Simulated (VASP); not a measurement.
Write the native input for VASP 6.6.1 that does the following.

```yaml
Task: single point
Functional: r2SCAN
Potentials_or_basis: VASP PAW PBE potentials, release 64 (Mg, O)
Cutoff: 520 eV
k_mesh: 8 × 8 × 8
Occupations: gaussian, width 0.01 eV
Spin: no spin polarisation
Dipole_correction: no
Further_INCAR_settings: ALGO = Normal; EDIFF = 1e-06; NBANDS = 11
```

Crystal: MgO.

```xyz
2
Lattice="0.0000 2.2820 2.2820 2.2820 0.0000 2.2820 2.2820 2.2820 0.0000" Properties=species:S:1:pos:R:3 pbc="T T T"
Mg    0.0000    0.0000    0.0000
O     1.1410    1.1410    1.1410
```

The input as run:

POSCAR

```
MgO
1.0
    0.0000000000      2.2820056620      2.2820056620
    2.2820056620      0.0000000000      2.2820056620
    2.2820056620      2.2820056620      0.0000000000
Mg O
1 1
Direct
    0.0000000000      0.0000000000      0.0000000000
    0.2500000000      0.2500000000      0.2500000000
```

INCAR.step1

```
PREC = Accurate ; ENCUT = 520
ISMEAR = 0 ; SIGMA = 0.01
LREAL = False ; LASPH = True
NELM = 100 ; NBANDS = 11
GGA = PE ; ALGO = Normal
EDIFF = 1E-4 ; LWAVE = True
LCHARG = False
```

INCAR.step2

```
PREC = Accurate ; ENCUT = 520
EDIFF = 1E-6 ; ISMEAR = 0
SIGMA = 0.01 ; LREAL = False
LASPH = True ; NELM = 100
ALGO = Normal ; ISIF = 2
LWAVE = False ; LCHARG = True
METAGGA = R2SCAN ; LMIXTAU = True
LELF = True ; LVHAR = True
NBANDS = 11 ; ISTART = 1
```

KPOINTS

```
regular mesh
0
Gamma
  8 8 8
```

Potentials or basis: VASP PAW PBE potentials, release 64 (Mg, O).

Launch:

```sh
$ cat potpaw_PBE.64/Mg/POTCAR potpaw_PBE.64/O/POTCAR > POTCAR
$ cp INCAR.step1 INCAR
$ mpirun -np 1 vasp_std > vasp.out
$ cp INCAR.step2 INCAR
$ mpirun -np 1 vasp_std > vasp.out
```

Results of the run:

```
Pressure               : -0.5 GPa
Band gap on the k mesh : 4.32 eV, direct
```

Caveat: the PAW data sets were made with another functional, which shifts forces and pressure a little.

Wall time 12 s on 1 thread of Intel(R) Xeon(R) 6975P-C (Granite Rapids), on a shared host, peak memory 0.14 GiB.
